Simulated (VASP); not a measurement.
# Si in VASP: further runs, part 2 of 2

VASP 6.6.1. Earlier steps stand in the parts before.

### Step 3. Electric field gradients, LDA (equal xy, yz and zx shear strains of -1 %)

File INCAR:

```
  PREC = Accurate
  ENCUT = 520
  EDIFF = 1E-8
  ISMEAR = -1
  SIGMA = 0.05
  LREAL = False
  LASPH = True
  NELM = 80
  ALGO = Normal
  ISIF = 2
  LWAVE = False
  LCHARG = False
  GGA = CA
  LEFG = True
  NBANDS = 11
```

File KPOINTS:

```
regular mesh
0
Gamma
  16 16 16
```

File POSCAR:

```
Si
1.0
   -2.2692175000      2.3733800000      1.2744125000
    2.2564675000     -2.3861300000      1.2755875000
    2.2455325000      2.3636200000     -1.2980975000
Si
2
Direct
    0.8070000000      0.5570000000      0.2500000000
    0.1930000000      0.4430000000      0.7500000000
```

Potentials or basis: VASP PAW LDA potentials, release 64 (Si).

On the command line:

```
$ cat potpaw_LDA.64/Si/POTCAR > POTCAR
$ mpirun -np 1 vasp_std > vasp.out
```

OUTCAR:

```text
PREC = Accurate
   ENCUT = 520
   EDIFF = 1E-8
   ISMEAR = -1
   LREAL = False
   LASPH = True
   NELM = 80
   ISIF = 2
   GGA = CA

 ion  position               nearest neighbor table
   1  0.807  0.557  0.250-   2 2.38   2 2.39   2 2.45   2 2.47   2 2.73   2 2.75
   2  0.193  0.443  0.750-   1 2.38   1 2.39   1 2.45   1 2.47   1 2.73   1 2.75

  LATTYP: Found a triclinic cell.
 ALAT       =     8.2070173402
 B/A-ratio  =     1.0914845676
 C/A-ratio  =     0.8849980750
 COS(alpha) =     0.0078541947
 COS(beta)  =     0.5762345996
 COS(gamma) =     0.8201972691

  Lattice vectors:

 A1 = (  -4.4528150000,  -4.6889900000,  -5.0538050000)
 A2 = (   0.0619350000,  -4.6987500000,  -7.6263150000)
 A3 = (  -6.7475325000,  -2.3411100000,   1.3206075000)

Analysis of symmetry for initial positions (statically):
=====================================================================
 Subroutine PRICEL returns:
 Original cell was already a primitive cell.

[... 528 lines left out ...]
      direct lattice vectors                 reciprocal lattice vectors
    -2.269217500  2.373380000  1.274412500     0.003031614  0.213085420  0.393237448
     2.256467500 -2.386130000  1.275587500     0.224105400  0.003086991  0.393292825
     2.245532500  2.363620000 -1.298097500     0.223195541  0.212230938  0.002177132

 POSITION                                       TOTAL-FORCE (eV/Angst)
 -----------------------------------------------------------------------------------
     -0.01302      1.17715      1.41443        -0.025521      0.009885      0.016019
      2.24581      1.17372     -0.16253         0.025521     -0.009885     -0.016019
 -----------------------------------------------------------------------------------
    total drift:                                0.000000     -0.000000     -0.000000

  FREE ENERGIE OF THE ION-ELECTRON SYSTEM (eV)
  ---------------------------------------------------
  free  energy   TOTEN  =       -11.4167523419 eV

  energy  without entropy=      -11.4107883651  energy(sigma->0) =      -11.41377035

 Electric field gradients (V/A^2)
---------------------------------------------------------------------
 ion       V_xx      V_yy      V_zz      V_xy      V_xz      V_yz
---------------------------------------------------------------------
   1      10.073   -26.599    16.526     0.005    -0.945    -0.005
   2      10.073   -26.599    16.526     0.005    -0.945    -0.005
---------------------------------------------------------------------

 Electric field gradients after diagonalization (V/A^2)
 (convention: |V_zz| > |V_xx| > |V_yy|)
----------------------------------------------------------------------
 ion       V_xx      V_yy      V_zz     asymmetry (V_yy - V_xx)/ V_zz
----------------------------------------------------------------------
   1      16.661     9.937   -26.599       0.253
   2      16.661     9.937   -26.599       0.253
----------------------------------------------------------------------

           NMR quadrupolar parameters

 Cq : quadrupolar parameter    Cq=e*Q*V_zz/h
 eta: asymmetry parameters     (V_yy - V_xx)/ V_zz
 Q  : nuclear electric quadrupole moment in mb (millibarn)
----------------------------------------------------------------------
 ion       Cq(MHz)       eta       Q (mb)
----------------------------------------------------------------------
   1      -0.064       0.253       1.000
   2      -0.064       0.253       1.000
----------------------------------------------------------------------
```

OSZICAR:

```text
N       E                     dE             d eps       ncg     rms          rms(c)
DAV:   1     0.484493527279E+01    0.48449E+01   -0.35020E+03 45168   0.616E+02
DAV:   2    -0.110272394103E+02   -0.15872E+02   -0.15311E+02 59063   0.870E+01
DAV:   3    -0.114553873517E+02   -0.42815E+00   -0.42343E+00 58130   0.117E+01
DAV:   4    -0.114571128248E+02   -0.17255E-02   -0.17250E-02 54483   0.912E-01
DAV:   5    -0.114571199911E+02   -0.71663E-05   -0.71659E-05 56835   0.531E-02    0.506E+00
DAV:   6    -0.114317478890E+02    0.25372E-01   -0.46600E-03 52804   0.329E-01    0.293E+00
DAV:   7    -0.114168637727E+02    0.14884E-01   -0.94248E-03 51813   0.488E-01    0.193E-01
DAV:   8    -0.114167659316E+02    0.97841E-04   -0.79859E-04 52715   0.161E-01    0.441E-02
DAV:   9    -0.114167523495E+02    0.13582E-04   -0.23688E-05 56488   0.293E-02    0.281E-02
DAV:  10    -0.114167523840E+02   -0.34473E-07   -0.16735E-06 57994   0.803E-03    0.200E-03
DAV:  11    -0.114167523435E+02    0.40461E-07   -0.17966E-07 54057   0.231E-03    0.665E-04
DAV:  12    -0.114167523419E+02    0.16182E-08   -0.15607E-08 35299   0.670E-04
   1 F= -.11416752E+02 E0= -.11413770E+02  d E =-.596398E-02
```

stdout:

```text
POSCAR found type information on POSCAR Si
 POSCAR found :  1 types and       2 ions
 scaLAPACK will be used
 LDA part: xc-table for (Slater(with rela. corr.)+CA(PZ))
 , standard interpolation
 POSCAR, INCAR and KPOINTS ok, starting setup
 FFT: planning ... GRIDC
 FFT: planning ... GRID_SOFT
 FFT: planning ... GRID
 WAVECAR not read
 entering main loop
ion   1
     0.0000353    -0.0250631    -0.0194669    -0.8458582     0.0727829    -1.0558543
     0.0000487    -0.0250631    -0.0194669    -0.8458582     0.0727829    -1.0558543
     0.0000670    -0.0250631    -0.0194669    -0.8458582     0.0727829    -1.0558543
     0.0000923    -0.0250631    -0.0194669    -0.8458582     0.0727829    -1.0558543

     0.0000353     0.0300007     0.0380820   -12.7925060     0.8724388   -16.3374536
     0.0000487     0.0300007     0.0380819   -12.7924923     0.8724379   -16.3374361
     0.0000670     0.0300006     0.0380818   -12.7924696     0.8724364   -16.3374070
     0.0000923     0.0300004     0.0380816   -12.7924319     0.8724339   -16.3373588

ion   2
     0.0000353    -0.0250631    -0.0194669    -0.8458582     0.0727829    -1.0558543
     0.0000487    -0.0250631    -0.0194669    -0.8458582     0.0727829    -1.0558543
     0.0000670    -0.0250631    -0.0194669    -0.8458582     0.0727829    -1.0558543
     0.0000923    -0.0250631    -0.0194669    -0.8458582     0.0727829    -1.0558543

     0.0000353     0.0300007     0.0380820   -12.7925060     0.8724388   -16.3374536
     0.0000487     0.0300007     0.0380819   -12.7924923     0.8724379   -16.3374361
     0.0000670     0.0300006     0.0380818   -12.7924696     0.8724364   -16.3374070
     0.0000923     0.0300004     0.0380816   -12.7924319     0.8724339   -16.3373588
```

Wall time 7.9 min (1 thread of Intel Xeon Platinum 8259CL at 2.50GHz (Skylake/Cascade Lake), shared host); peak memory 0.55 GiB.

Results:

```yaml
Free_energy: -11.4168 eV
Pressure: 11.0 GPa
Largest_force: 0.032 eV/Å
Band_gap_on_the_k_mesh: zero (bands 4 and 5 overlap by 7.41 eV)
Largest_electric_field_gradient_by_atom: Si -26.6 V/Å²
```

Forces on the atoms (eV/Å):
```
Si  -0.026  0.010  0.016
Si   0.026 -0.010 -0.016
```

Levels at points of the mesh, in eV from the Fermi level:
```
           k point  band 1  band 2  band 3  band 4  band 5  band 6  band 7  band 8  band 9
(0.00, 0.00, 0.00)  -14.75   -2.98   -2.43   -1.70    1.14    7.78    9.06    9.92   10.44
(0.50, 0.00, 0.00)   -7.85   -7.55   -1.84   -1.39   -1.38    0.03    4.66    5.05   10.27
(0.00, 0.50, 0.00)   -7.77   -7.23   -2.83   -2.24   -1.54    1.09    4.97    6.15    9.58
(0.50, 0.50, 0.00)  -11.45  -11.44    0.24    0.24    3.01    3.04    8.56    8.72   10.41
(0.00, 0.00, 0.50)  -11.38  -11.38    0.07    0.07    2.83    2.84    8.59    8.63   10.41
(0.50, 0.00, 0.50)   -7.94   -7.30   -2.81   -2.08   -1.36    1.17    5.35    6.38    9.24
(0.00, 0.50, 0.50)   -7.98   -7.64   -1.79   -1.26   -1.23    0.14    5.00    5.33   10.00
(0.50, 0.50, 0.50)   -9.19   -8.15   -7.64   -7.35    5.72    6.54   14.05   14.60   14.78
```

Electric field gradients, principal values (V/Å²):
```csv
atom,least,middle,greatest (by size)
1 Si,9.937,16.661,-26.599
2 Si,9.937,16.661,-26.599
```

Caveat: the cell differs from its parent crystal (equal xy, yz and zx shear strains of -1 %); the cell stands under pressure; without QUAD_EFG the Cq values of the log hold for a quadrupole moment of 1 mb, not for the nuclei.

### Step 4. Electric field gradients, LDA (13.26 Å³/atom)

This run uses another cell than the first one, of 13.26 Å³/atom.

File INCAR:

```
SYSTEM = Si
  ALGO = Normal
  EDIFF = 1E-8
  ENCUT = 520
  ISIF = 2
  ISMEAR = -1
  LASPH = .True.
  LCHARG = .False.
  LEFG = .True.
  LREAL = .False.
  LWAVE = .False.
  NBANDS = 11
  NELM = 100
  PREC = Accurate
  SIGMA = 0.05
```

File KPOINTS:

```
k-points
0
Gamma
  16 16 16
  0 0 0
```

File POSCAR:

```
Si
1.0
   -2.2320831393      2.3485956976      1.2642852077
    2.2320831393     -2.3485956976      1.2642852077
    2.2320831393      2.3485956976     -1.2642852077
Si
2
Direct
    0.8070000000      0.5570000000      0.2500000000
    0.1930000000      0.4430000000      0.7500000000
```

Potentials or basis: VASP PAW LDA potentials, release 64 (Si).

On the command line:

```
$ cat potpaw_LDA.64/Si/POTCAR > POTCAR
$ mpirun -np 1 vasp_std > vasp.out
```

OUTCAR:

```text
SYSTEM = Si
   EDIFF = 1E-8
   ENCUT = 520
   ISIF = 2
   ISMEAR = -1
   LASPH = .True.
   LREAL = .False.
   NELM = 100
   PREC = Accurate

 ion  position               nearest neighbor table
   1  0.807  0.557  0.250-   2 2.37   2 2.37   2 2.44   2 2.44   2 2.72   2 2.72
   2  0.193  0.443  0.750-   1 2.37   1 2.37   1 2.44   1 2.44   1 2.72   1 2.72

  LATTYP: Found a body centered orthorhombic cell.
 ALAT       =     2.5285704154
 B/A-ratio  =     1.7654901961
 C/A-ratio  =     1.8576470588

  Lattice vectors:

 A1 = (   2.2320831393,  -2.3485956976,   1.2642852077)
 A2 = (  -2.2320831393,  -2.3485956976,  -1.2642852077)
 A3 = (   2.2320831393,   2.3485956976,  -1.2642852077)

Analysis of symmetry for initial positions (statically):
=====================================================================
 Subroutine PRICEL returns:
 Original cell was already a primitive cell.

 Routine SETGRP: Setting up the symmetry group for a
 body centered orthorhombic supercell.

 Subroutine GETGRP returns: Found  8 space group operations
 (whereof  4 operations were pure point group operations)
 out of a pool of  8 trial point group operations.

The static configuration has the point symmetry C_2h.
 The point group associated with its full space group is D_2h.

Analysis of symmetry for dynamics (positions and initial velocities):
=====================================================================
 Subroutine PRICEL returns:
 Original cell was already a primitive cell.

 Routine SETGRP: Setting up the symmetry group for a
 body centered orthorhombic supercell.

 Subroutine GETGRP returns: Found  8 space group operations
 (whereof  4 operations were pure point group operations)
 out of a pool of  8 trial point group operations.

The dynamic configuration has the point symmetry C_2h.
 The point group associated with its full space group is D_2h.

 Subroutine INISYM returns: Found  8 space group operations
 (whereof  4 operations are pure point group operations),
 and found     1 'primitive' translations

----------------------------------------------------------------------------------------

                                     Primitive cell

  volume of cell :      26.5109

  direct lattice vectors                    reciprocal lattice vectors
    -2.232083139  2.348595698  1.264285208     0.000000000  0.212893177  0.395480384
     2.232083139 -2.348595698  1.264285208     0.224005993  0.000000000  0.395480384
     2.232083139  2.348595698 -1.264285208     0.224005993  0.212893177  0.000000000

  length of vectors
     3.478004310  3.478004310  3.478004310     0.449141670  0.454514488  0.309034286

  position of ions in fractional coordinates (direct lattice)
     0.807000000  0.557000000  0.250000000
     0.193000000  0.443000000  0.750000000

  ion indices of the primitive-cell ions
   primitive index   ion index
                 1           1
                 2           2

----------------------------------------------------------------------------------------

 KPOINTS: k-points

Automatic generation of k-mesh.
 Grid dimensions read from file:
[... 78 lines left out ...]
   EMIN   =  10.00;   EMAX   =-10.00  energy-range for DOS
   EFERMI =   0.00;   METHOD = LEGACY
   ISMEAR =    -1;   SIGMA  =   0.05  broadening in eV -4-tet -1-fermi 0-gaus
   EFERMI_NEDOS =   21; number of points for ismear=-14 and -15
   IALGO  =     38    algorithm
   IMIX   =      4    mixing-type and parameters
     AMIX     =   0.40;   BMIX     =  1.00
     AMIX_MAG =   1.60;   BMIX_MAG =  1.00
  volume/ion in A,a.u.               =      13.26        89.45
  Fermi-wavevector in a.u.,A,eV,Ry     =   1.098071  2.075053 16.405348  1.205759
  Thomas-Fermi vector in A             =   2.234442
   LORBIT       =      0    0 simple, 1 ext, 2 COOP (PROOUT), +10 PAW based schemes
   GGA     = CA    functional components
   LHFCALC =     F    Hartree Fock is set to
   AEXX    =    0.0000 exact exchange contribution
   IVDW    =     0    specifies the selected vdW correction
   LEPSILON=     F    determine dielectric tensor
   LRPA    =     F    only Hartree local field effects (RPA)
 non-spin polarized calculation
  energy-cutoff  :      520.00
  volume of cell :       26.51
 maximum number of plane-waves:       732
 NGX is ok and might be reduce to    28
   NGX = 13   NGY = 13   NGZ = 13

 number of electron       8.0000000 magnetization

 Free energy of the ion-electron system (eV)
  ---------------------------------------------------
  ext. energy  EPLUGINS =         0.00000000
  ---------------------------------------------------
  free energy    TOTEN  =       -11.36290470 eV

  energy without entropy =      -11.35687064  energy(sigma->0) =      -11.35988767

 E-fermi :  11.0146     XC(G=0): -11.5573

 val. band max:       11.0144769266   @ k =   0.0625   0.3125   0.0625
 cond. band min:      11.0182506616   @ k =  -0.1250  -0.1875   0.0625
 fundamental gap:      0.0037737350
 Fermi energy:        11.0146298110

 k-point     1 :       0.0000    0.0000    0.0000
  band No.  band energies     occupation
      1      -3.9771      2.00000
      2       8.0030      2.00000
      3       8.5047      2.00000
      4       9.4119      2.00000
      5      12.0302      0.00000
      6      18.8340      0.00000
      7      20.2798      0.00000
      8      21.1438      0.00000
      9      21.7679      0.00000
     10      21.9159      0.00000
     11      23.1391      0.00000
[... 309 lines left out ...]
 k-point    24 :      -0.1250    0.0625    0.0000
  band No.  band energies     occupation
      1      -3.7591      2.00000
      2       6.8821      2.00000
      3       8.2359      2.00000
      4      10.5407      1.99985
      5      13.0271      0.00000
      6      17.0165      0.00000
      7      19.3327      0.00000
      8      20.5734      0.00000
      9      21.1280      0.00000
     10      22.1424      0.00000
     11      23.6090      0.00000

 [... further k-points ...]
[... 5 lines left out ...]
  --------------------------------------------------------------------------------------
  -------------------------------------------------------------------------------------
  Total        2.3648206      2.8555667      2.3841025      0.0000000      0.0000000      0.0000000
  in kB      142.9173987    172.5755307    144.0826970      0.0000000      0.0000000      0.0000000
  external PRESSURE =     153.1918754 kB  Pullay stress =       0.0000000 kB

 VOLUME and BASIS-vectors are now :
 -----------------------------------------------------------------------------
  energy-cutoff  :      520.00
  volume of cell :       26.51
      direct lattice vectors                 reciprocal lattice vectors
    -2.232083139  2.348595698  1.264285208     0.000000000  0.212893177  0.395480384
     2.232083139 -2.348595698  1.264285208     0.224005993  0.000000000  0.395480384
     2.232083139  2.348595698 -1.264285208     0.224005993  0.212893177  0.000000000

 POSITION                                       TOTAL-FORCE (eV/Angst)
 -----------------------------------------------------------------------------------
     -0.00000      1.17430      1.40841         0.000000     -0.000000     -0.008398
      2.23208      1.17430     -0.14413        -0.000000      0.000000      0.008398
 -----------------------------------------------------------------------------------
    total drift:                                0.000000     -0.000000     -0.000000

  FREE ENERGIE OF THE ION-ELECTRON SYSTEM (eV)
  ---------------------------------------------------
  free  energy   TOTEN  =       -11.3629047030 eV

  energy  without entropy=      -11.3568706377  energy(sigma->0) =      -11.35988767

 Electric field gradients (V/A^2)
---------------------------------------------------------------------
 ion       V_xx      V_yy      V_zz      V_xy      V_xz      V_yz
---------------------------------------------------------------------
   1      10.347   -27.248    16.901    -0.000    -0.000    -0.000
   2      10.347   -27.248    16.901    -0.000    -0.000    -0.000
---------------------------------------------------------------------

 Electric field gradients after diagonalization (V/A^2)
 (convention: |V_zz| > |V_xx| > |V_yy|)
----------------------------------------------------------------------
 ion       V_xx      V_yy      V_zz     asymmetry (V_yy - V_xx)/ V_zz
----------------------------------------------------------------------
   1      16.901    10.347   -27.248       0.241
   2      16.901    10.347   -27.248       0.241
----------------------------------------------------------------------

           NMR quadrupolar parameters

 Cq : quadrupolar parameter    Cq=e*Q*V_zz/h
 eta: asymmetry parameters     (V_yy - V_xx)/ V_zz
 Q  : nuclear electric quadrupole moment in mb (millibarn)
----------------------------------------------------------------------
 ion       Cq(MHz)       eta       Q (mb)
----------------------------------------------------------------------
   1      -0.066       0.241       1.000
   2      -0.066       0.241       1.000
----------------------------------------------------------------------
```

Wall time 3.4 min (1 thread of Intel Xeon 8259CL, shared host); peak memory 0.25 GiB.

What came out:

```
Free energy                             : -11.3629 eV
Pressure                                : 15.3 GPa
Largest force                           : 0.008 eV/Å
Band gap on the k mesh                  : zero (bands 4 and 5 overlap by 7.55 eV)
Largest electric field gradient by atom : Si -27.2 V/Å²
```

Forces in eV/Å, atoms in the order of the input:
```
Si   0.000  0.000 -0.008
Si   0.000  0.000  0.008
```

Levels at points of the mesh, in eV from the Fermi level:
| k point | band 2 | band 3 | band 4 | band 5 | band 6 | band 7 |
| --- | --- | --- | --- | --- | --- | --- |
| (0.00, 0.00, 0.00) | -3.01 | -2.51 | -1.60 | 1.02 | 7.82 | 9.27 |
| (0.50, 0.00, 0.00) | -7.73 | -1.80 | -1.39 | -1.28 | 0.00 | 4.95 |
| (0.00, 0.50, 0.00) | -7.43 | -2.86 | -2.23 | -1.36 | 1.01 | 5.28 |
| (0.50, 0.50, 0.00) | -11.59 | 0.14 | 0.14 | 2.98 | 2.98 | 8.81 |
| (0.50, 0.50, 0.50) | -8.23 | -7.82 | -7.53 | 5.84 | 6.58 | 14.43 |

Electric field gradients, principal values (V/Å²):
```csv
atom,least,middle,greatest (by size)
1 Si,10.347,16.901,-27.248
2 Si,10.347,16.901,-27.248
```

Caveat: the cell stands under pressure; without QUAD_EFG the Cq values of the log hold for a quadrupole moment of 1 mb, not for the nuclei.

### Step 5. Overview

```csv
cell,gap on the mesh (eV),pressure (GPa),largest force (eV/Å)
"a = 3.552, b = 3.554, c = 3.513 Å, angles 100.8, 95.8, 137.9°, 2 atoms",none,11.0,0.10
"a = 3.522, b = 3.523, c = 3.509 Å, angles 100.4, 95.3, 137.6°, 2 atoms",none,11.0,0.03
"a = 3.478 Å, angles 100.2, 95.0, 137.4°, 2 atoms",none,15.3,0.01
```

Alike in all rows: task electric field gradients; level LDA; potentials or basis VASP PAW LDA potentials, release 64 (Si); no spin polarisation; k mesh 16 × 16 × 16; cutoff (eV) 520; smearing fermi-dirac 0.05 eV.

Caveats: the cell stands under pressure.

Absolute energies hang on the potentials; compare differences alone.
